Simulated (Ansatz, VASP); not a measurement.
**One calculation of MgO, two programs**

File INCAR:

```
PREC = Accurate
ENCUT = 520
EDIFF = 1E-6
ISMEAR = 0
SIGMA = 0.05
LREAL = False
LASPH = True
NELM = 100
ALGO = Normal
ISIF = 2
LWAVE = False
LCHARG = True
GGA = PE
LELF = True
LVHAR = True
NBANDS = 16
```

Contents of KPOINTS:

```
regular mesh
0
Gamma
  9 9 6
```

File POSCAR:

```
MgO
1.0
    3.4700000000      0.0000000000      0.0000000000
   -1.7350000000      3.0051081511      0.0000000000
    0.0000000000      0.0000000000      4.8484000000
Mg O
2 2
Direct
    0.3333333333      0.6666666667      0.0063188013
    0.6666666667      0.3333333333      0.5063188013
    0.3333333333      0.6666666667      0.3982811987
    0.6666666667      0.3333333333      0.8982811987
```

Input for Ansatz:

```yaml
crystal:
  lattice:
    - [3.47, 0.0, 0.0]
    - [-1.735, 3.0051081511, 0.0]
    - [0.0, 0.0, 4.8484]
  atoms:
    - { symbol: Mg, position: [0.3333333333, 0.6666666667, 0.0063188013] }
    - { symbol: Mg, position: [0.6666666667, 0.3333333333, 0.5063188013] }
    - { symbol: O, position: [0.3333333333, 0.6666666667, 0.3982811987] }
    - { symbol: O, position: [0.6666666667, 0.3333333333, 0.8982811987] }
basis:
  ecutwfc: 520.0
kpoints:
  mp_grid: { grid: [9, 9, 6] }
hamiltonian:
  xc: pbe
  pseudopotentials: { kind: paw, azcp: { folder: soft_1 } }
scf:
  occupations: { method: gaussian, width: 0.05 }
output:
  forces: true
  stress: true
  eigenvalues: true
```

Alike in both runs: task single point; functional PBE; k mesh 9 × 9 × 6; occupations gaussian, width 0.05 eV; no spin polarisation.

|  | VASP | Ansatz |
| --- | --- | --- |
| version | VASP 6.6.1 | Ansatz 0.2.0 |
| potentials or method | VASP PAW PBE potentials, release 64 (Mg, O), cutoff 520 eV | scalar-relativistic, plane waves, PAW |
| valence electrons in the cell | 16 | 32 |

```tsv
	VASP	Ansatz	Ansatz less VASP
gap on the k mesh at the Fermi level (eV)	3.06	3.09	+0.021
least direct gap on the mesh (eV)	3.06	3.09	+0.021
pressure (GPa)	-3.6	-3.1	+0.46
traceless stress, the component that is largest in VASP (GPa)	12.36	12.19	-0.171
rms of the force components (eV/Å)	0.626	0.619	-0.0064
```

Atom by atom the forces differ by 0.006 eV/Å (rms over components). VASP's potentials hold 16 valence electrons a cell and Ansatz's 32, so a difference there can come from the potentials and not from the codes.
